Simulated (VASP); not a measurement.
Write the native input for VASP 6.6.1 that does the following.

| Quantity | Value |
| --- | --- |
| Task | single point |
| Functional | LDA |
| Potentials or basis | VASP PAW LDA potentials, release 64 (I) |
| Cutoff | 520 eV |
| k mesh | 7 × 7 × 11 |
| Occupations | fermi-dirac, width 0.05 eV |
| Spin | no spin polarisation |
| Dipole correction | no |
| Further INCAR settings | ALGO = Normal; EDIFF = 1e-06; NBANDS = 10 |

The structure of I lies in POSCAR:

```
I
1.0
    2.5383465792     -3.7066249365      0.0000000000
    2.5383465792      3.7066249365      0.0000000000
   -1.6208748370      0.0000000000      2.3810977968
I
1
Direct
    0.5000000000      0.5000000000      0.5000000000
```

The input as run:

INCAR

```
  PREC = Accurate
  ENCUT = 520
  EDIFF = 1E-6
  ISMEAR = -1
  SIGMA = 0.05
  LREAL = False
  LASPH = True
  NELM = 60
  ALGO = Normal
  ISIF = 2
  LWAVE = False
  LCHARG = False
  NBANDS = 10
```

KPOINTS

```
regular mesh
0
Gamma
  7 7 11
```

Potentials or basis: VASP PAW LDA potentials, release 64 (I).

Launch:

```bash
$ cat potpaw_LDA.64/I/POTCAR > POTCAR
$ mpirun -np 1 vasp_std > vasp.out
```

It gave:

```
Pressure : -1.3 GPa
```

Caveat: an odd number of electrons without spin polarisation forces a metal; a magnetic or distorted state may lie lower.

It took 2 min on 1 thread of AMD EPYC 7R13, on a shared host, peak memory 0.17 GiB.
